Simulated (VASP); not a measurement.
# Ti (I4/mmm) in VASP: a series of runs

The runs below take Ti through single point, with PBE.

Everything below comes from runs of VASP 6.6.1. Logs are shortened: lines on timing, memory, paths and dates and some standing lists are left out, and cuts for length are marked.

**1. The cell of the first run**

Symmetry: I4/mmm, No. 139, tetragonal system. The conventional cell has a = 3.595 Å, b = 3.595 Å, c = 3.096 Å, α = 90.00°, β = 90.00°, γ = 90.00°. Within 3.9 Å of Ti (site symmetry 4/mmm) lie 14 Ti at 2.98 to 3.60 Å.

**2. Single point, PBE (20.01 Å³/atom)**

INCAR reads:

```
PREC = Accurate
ENCUT = 520
EDIFF = 1E-6
ISMEAR = 0
SIGMA = 0.15
LREAL = False
LASPH = True
NELM = 100
ALGO = Fast
ISIF = 2
LWAVE = False
LCHARG = False
GGA = PE
NBANDS = 12
```

KPOINTS reads:

```
regular mesh
0
Gamma
  22 22 22
```

POSCAR reads:

```
Ti
1.0
   -1.7975155382      1.7975155382      1.5480203815
    1.7975155382     -1.7975155382      1.5480203815
    1.7975155382      1.7975155382     -1.5480203815
Ti
1
Direct
    0.0000000000      0.0000000000      0.0000000000
```

Potentials or basis: VASP PAW PBE potentials, release 64 (Ti_sv).

On the command line:

```
cat potpaw_PBE.64/Ti_sv/POTCAR > POTCAR
mpirun -np 1 vasp_std > vasp.out
```

OUTCAR:

```text
PREC = Accurate
   ENCUT = 520
   EDIFF = 1E-6
   ISMEAR = 0
   LREAL = False
   LASPH = True
   NELM = 100
   ISIF = 2
   GGA = PE

 ion  position               nearest neighbor table
   1  0.000  0.000  0.000-

  LATTYP: Found a body centered tetragonal cell.
 ALAT       =     3.5950310764
 C/A-ratio  =     0.8612000000

  Lattice vectors:

 A1 = (  -1.7975155382,   1.7975155382,   1.5480203815)
 A2 = (   1.7975155382,  -1.7975155382,   1.5480203815)
 A3 = (   1.7975155382,   1.7975155382,  -1.5480203815)

Analysis of symmetry for initial positions (statically):
=====================================================================
 Subroutine PRICEL returns:
 Original cell was already a primitive cell.

 Routine SETGRP: Setting up the symmetry group for a
 body centered tetragonal supercell.

 Subroutine GETGRP returns: Found 16 space group operations
 (whereof 16 operations were pure point group operations)
 out of a pool of 16 trial point group operations.

The static configuration has the point symmetry D_4h.

Analysis of symmetry for dynamics (positions and initial velocities):
=====================================================================
 Subroutine PRICEL returns:
 Original cell was already a primitive cell.

 Routine SETGRP: Setting up the symmetry group for a
 body centered tetragonal supercell.

 Subroutine GETGRP returns: Found 16 space group operations
 (whereof 16 operations were pure point group operations)
 out of a pool of 16 trial point group operations.

The dynamic configuration has the point symmetry D_4h.

 Subroutine INISYM returns: Found 16 space group operations
 (whereof 16 operations are pure point group operations),
 and found     1 'primitive' translations

----------------------------------------------------------------------------------------

                                     Primitive cell

  volume of cell :      20.0070

  direct lattice vectors                    reciprocal lattice vectors
    -1.797515538  1.797515538  1.548020381     0.000000000  0.278161712  0.322993163
     1.797515538 -1.797515538  1.548020381     0.278161712  0.000000000  0.322993163
     1.797515538  1.797515538 -1.548020381     0.278161712  0.278161712  0.000000000

  length of vectors
     2.976321777  2.976321777  2.976321777     0.426261096  0.426261096  0.393380066

  position of ions in fractional coordinates (direct lattice)
     0.000000000  0.000000000  0.000000000

  ion indices of the primitive-cell ions
   primitive index   ion index
                 1           1

----------------------------------------------------------------------------------------

 KPOINTS: regular mesh

Automatic generation of k-mesh.
 Grid dimensions read from file:
 generate k-points for:   22   22   22

 Generating k-lattice:

  Cartesian coordinates                     Fractional coordinates (reciprocal lattice)
     0.000000000  0.012643714  0.014681507     0.045454545 -0.000000000  0.000000000
     0.012643714  0.000000000  0.014681507    -0.000000000  0.045454545  0.000000000
     0.012643714  0.012643714  0.000000000     0.000000000  0.000000000  0.045454545

  Length of vectors
     0.019375504  0.019375504  0.017880912

  Shift w.r.t. Gamma in fractional coordinates (k-lattice)
     0.000000000  0.000000000  0.000000000

 Subroutine IBZKPT returns following result:
 ===========================================

 Found    834 irreducible k-points:

 Following reciprocal coordinates:
            Coordinates               Weight
  0.000000  0.000000  0.000000      1.000000
  0.045455  0.000000 -0.000000      8.000000
  0.090909  0.000000 -0.000000      8.000000
  0.136364  0.000000  0.000000      8.000000
  0.181818 -0.000000  0.000000      8.000000
  0.227273  0.000000 -0.000000      8.000000
[... 16 lines left out ...]
  0.500000  0.045455  0.000000     16.000000
 -0.454545  0.045455  0.000000     16.000000
 [... further k-points ...]
   k-points           NKPTS =    834   k-points in BZ     NKDIM =    834   number of bands    NBANDS=     12
   number of dos      NEDOS =    301   number of ions     NIONS =      1
   total plane-waves  NPLWV =  13824
   dimension x,y,z NGX =    24 NGY =   24 NGZ =   24
   dimension x,y,z NGXF=    48 NGYF=   48 NGZF=   48
   ions per type =               1
   NGX,Y,Z   is equivalent  to a cutoff of  13.41, 13.41, 13.41 a.u.
   NGXF,Y,Z  is equivalent  to a cutoff of  26.81, 26.81, 26.81 a.u.
 SYSTEM =  unknown system
   PREC   = accura    normal or accurate (medium, high low for compatibility)
   ISTART =      0    job   : 0-new  1-cont  2-samecut
   ICHARG =      2    charge: 1-file 2-atom 10-const
   ISPIN  =      1    spin polarized calculation?
   LNONCOLLINEAR =      F non collinear calculations
   LSORBIT =      F    spin-orbit coupling
   LASPH  =      T    aspherical Exc in radial PAW
   ENCUT  =  520.0 eV  38.22 Ry    6.18 a.u.   5.53  5.53  5.53*2*pi/ulx,y,z
   NELM   =    100;   NELMIN=  2; NELMDL= -5     # of ELM steps
   EDIFF  = 0.1E-05   stopping-criterion for ELM
   LREAL  =      F    real-space projection
   EDIFFG = 0.1E-04   stopping-criterion for IOM
   NSW    =      0    number of steps for IOM
   IBRION =     -1    ionic relax: 0-MD 1-quasi-New 2-CG
   NFREE  =      0    steps in history (QN), initial steepest desc. (CG)
   ISIF   =      2    stress and relaxation
   ISYM   =      2    0-nonsym 1-usesym 2-fastsym
   POTIM  = 0.5000    time-step for ionic-motion
   TEBEG  =    0.0;   TEEND  =   0.0 temperature during run
   PSTRESS=    0.0 pullay stress
   NELECT =      12.0000    total number of electrons
   NUPDOWN=      -1.0000    fix difference up-down
   EMIN   =  10.00;   EMAX   =-10.00  energy-range for DOS
   EFERMI =   0.00;   METHOD = LEGACY
   ISMEAR =     0;   SIGMA  =   0.15  broadening in eV -4-tet -1-fermi 0-gaus
   EFERMI_NEDOS =   21; number of points for ismear=-14 and -15
   IALGO  =     68    algorithm
   IMIX   =      4    mixing-type and parameters
     AMIX     =   0.40;   BMIX     =  1.00
     AMIX_MAG =   1.60;   BMIX_MAG =  1.00
  volume/ion in A,a.u.               =      20.01       135.01
  Fermi-wavevector in a.u.,A,eV,Ry     =   1.380621  2.608996 25.934274  1.906115
  Thomas-Fermi vector in A             =   2.505481
   LORBIT       =      0    0 simple, 1 ext, 2 COOP (PROOUT), +10 PAW based schemes
   GGA     = PE    functional components
   LHFCALC =     F    Hartree Fock is set to
   AEXX    =    0.0000 exact exchange contribution
   IVDW    =     0    specifies the selected vdW correction
   LEPSILON=     F    determine dielectric tensor
   LRPA    =     F    only Hartree local field effects (RPA)
 non-spin polarized calculation
 RMM-DIIS sequential band-by-band and
 Gauss-broadening in eV      SIGMA  =   0.15
  energy-cutoff  :      520.00
  volume of cell :       20.01
 maximum number of plane-waves:       554
 NGX is ok and might be reduce to    24
   NGX = 11   NGY = 11   NGZ = 11

 number of electron      12.0000001 magnetization

 Free energy of the ion-electron system (eV)
  ---------------------------------------------------
  ext. energy  EPLUGINS =         0.00000000
  ---------------------------------------------------
  free energy    TOTEN  =        -7.63444332 eV

  energy without entropy =       -7.60673745  energy(sigma->0) =       -7.62059038

 E-fermi :   6.7288     XC(G=0): -10.8423

 val. band max:        6.7276016589   @ k =  -0.2727  -0.4545   0.1364
 cond. band min:       6.7316822650   @ k =   0.5000   0.1818   0.0455
 fundamental gap:      0.0040806061
 Fermi energy:         6.7288253523

 k-point     1 :       0.0000    0.0000    0.0000
  band No.  band energies     occupation
      1     -50.1205      2.00000
      2     -26.1101      2.00000
      3     -26.1101      2.00000
      4     -26.0951      2.00000
      5       1.0808      2.00000
      6       6.9922      0.01303
      7       7.9718      0.00000
      8       7.9718      0.00000
      9       8.3428      0.00000
     10       9.4367      0.00000
     11      22.2353      0.00000
     12      22.2353      0.00000

 k-point     2 :       0.0455    0.0000   -0.0000
  band No.  band energies     occupation
      1     -50.1189      2.00000
      2     -26.1151      2.00000
      3     -26.1130      2.00000
      4     -26.1000      2.00000
      5       1.1474      2.00000
      6       7.0073      0.00865
      7       7.9537      0.00000
      8       7.9650      0.00000
      9       8.3554      0.00000
     10       9.4098      0.00000
     11      22.2223      0.00000
     12      22.2821      0.00000

 k-point     3 :       0.0909    0.0000   -0.0000
  band No.  band energies     occupation
      1     -50.1142      2.00000
      2     -26.1377      2.00000
      3     -26.1213      2.00000
      4     -26.1060      2.00000
      5       1.3446      2.00000
      6       7.0353      0.00385
      7       7.8849      0.00000
      8       7.9647      0.00000
      9       8.4063      0.00000
     10       9.3388      0.00000
     11      22.1515      0.00000
     12      22.4121      0.00000

 k-point     4 :       0.1364    0.0000    0.0000
  band No.  band energies     occupation
      1     -50.1067      2.00000
      2     -26.1781      2.00000
      3     -26.1344      2.00000
      4     -26.1107      2.00000
      5       1.6644      2.00000
      6       7.0287      0.00470
      7       7.7506      0.00000
      8       8.0261      0.00000
      9       8.5105      0.00000
     10       9.2468      0.00000
     11      21.9424      0.00000
     12      22.5988      0.00000

 k-point     5 :       0.1818   -0.0000    0.0000
  band No.  band energies     occupation
      1     -50.0971      2.00000
      2     -26.2304      2.00000
      3     -26.1512      2.00000
      4     -26.1157      2.00000
      5       2.0926      2.00000
      6       6.9482      0.03865
      7       7.5631      0.00000
      8       8.1975      0.00000
      9       8.6639      0.00000
     10       9.1572      0.00000
     11      21.3842      0.00000
     12      22.0118      0.00000
[... 228 lines left out ...]
      1     -50.0430      2.00000
      2     -26.5142      2.00000
      3     -26.2443      2.00000
      4     -26.1459      2.00000
      5       4.5713      2.00000
      6       6.1676      2.00000
      7       7.5314      0.00000
      8       8.9392      0.00000
      9       9.7784      0.00000
     10      10.0664      0.00000
     11      14.9808      0.00000
     12      18.8366      0.00000

 k-point    22 :       0.4545    0.0455   -0.0000
  band No.  band energies     occupation
      1     -50.0401      2.00000
      2     -26.5287      2.00000
      3     -26.2503      2.00000
      4     -26.1467      2.00000
      5       4.6426      2.00000
      6       6.1234      2.00000
      7       7.7512      0.00000
      8       8.9392      0.00000
      9       9.8245      0.00000
     10      10.2365      0.00000
     11      14.4874      0.00000
     12      18.6451      0.00000

 k-point    23 :       0.5000    0.0455    0.0000
  band No.  band energies     occupation
      1     -50.0405      2.00000
      2     -26.5268      2.00000
      3     -26.2507      2.00000
      4     -26.1459      2.00000
      5       4.6349      2.00000
      6       6.1278      2.00000
      7       7.7451      0.00000
      8       8.9367      0.00000
      9       9.7855      0.00000
     10      10.2476      0.00000
     11      14.5331      0.00000
     12      18.6346      0.00000

 k-point    24 :      -0.4545    0.0455    0.0000
  band No.  band energies     occupation
      1     -50.0440      2.00000
      2     -26.5086      2.00000
      3     -26.2454      2.00000
      4     -26.1435      2.00000
      5       4.5461      2.00000
      6       6.1796      2.00000
      7       7.5107      0.00000
      8       8.9540      0.00000
      9       9.6644      0.00000
     10      10.0993      0.00000
     11      15.1004      0.00000
     12      18.8011      0.00000

 [... further k-points ...]

------------------------ aborting loop because EDIFF is reached ----------------------------------------

  FORCE on cell =-STRESS in cart. coord.  units (eV):
  Direction    XX          YY          ZZ          XY          YZ          ZX
  --------------------------------------------------------------------------------------
  -------------------------------------------------------------------------------------
  Total       -1.5229676     -1.5229676     -1.4791795      0.0000000      0.0000000     -0.0000000
  in kB     -121.9605183   -121.9605183   -118.4539379      0.0000000      0.0000000     -0.0000000
  external PRESSURE =    -120.7916582 kB  Pullay stress =       0.0000000 kB

 VOLUME and BASIS-vectors are now :
 -----------------------------------------------------------------------------
  energy-cutoff  :      520.00
  volume of cell :       20.01
      direct lattice vectors                 reciprocal lattice vectors
    -1.797515538  1.797515538  1.548020381     0.000000000  0.278161712  0.322993163
     1.797515538 -1.797515538  1.548020381     0.278161712  0.000000000  0.322993163
     1.797515538  1.797515538 -1.548020381     0.278161712  0.278161712  0.000000000

 POSITION                                       TOTAL-FORCE (eV/Angst)
 -----------------------------------------------------------------------------------
      0.00000      0.00000      0.00000         0.000000     -0.000000     -0.000000
 -----------------------------------------------------------------------------------
    total drift:                               -0.000000      0.000000      0.000000

  FREE ENERGIE OF THE ION-ELECTRON SYSTEM (eV)
  ---------------------------------------------------
  free  energy   TOTEN  =        -7.6344433227 eV

  energy  without entropy=       -7.6067374459  energy(sigma->0) =       -7.62059038
```

Run time: 91 s. Hardware: 1 thread of Intel Xeon 6975P-C (Granite Rapids), shared host; peak memory 0.3 GiB.

What came out:

| Quantity | Value |
| --- | --- |
| Free energy | -7.6344 eV |
| Pressure | -12.1 GPa |
| Band gap on the k mesh | zero (bands 6 and 7 overlap by 1.23 eV) |

Stress tensor (GPa, compression positive):
```
-12.20   0.00   0.00
  0.00 -12.20   0.00
  0.00   0.00 -11.85
```

Levels at points of the mesh, in eV from the Fermi level:
| k point | band 2 | band 3 | band 4 | band 5 | band 6 | band 7 | band 8 | band 9 | band 10 | band 11 |
| --- | --- | --- | --- | --- | --- | --- | --- | --- | --- | --- |
| (0.00, 0.00, 0.00) | -32.84 | -32.84 | -32.82 | -5.65 | 0.26 | 1.24 | 1.24 | 1.61 | 2.71 | 15.51 |
| (0.50, 0.00, 0.00) | -33.26 | -32.98 | -32.87 | -2.12 | -0.62 | 1.15 | 2.20 | 3.07 | 3.46 | 7.71 |
| (0.50, 0.50, 0.00) | -33.26 | -32.92 | -32.82 | -2.25 | 0.22 | 0.50 | 1.52 | 2.28 | 3.42 | 6.67 |
| (0.50, 0.50, 0.50) | -33.16 | -33.16 | -33.03 | -1.84 | -1.59 | 3.19 | 3.19 | 3.37 | 6.03 | 6.03 |

Caveat: the cell stands under tension.

[end of part 1 of 2]
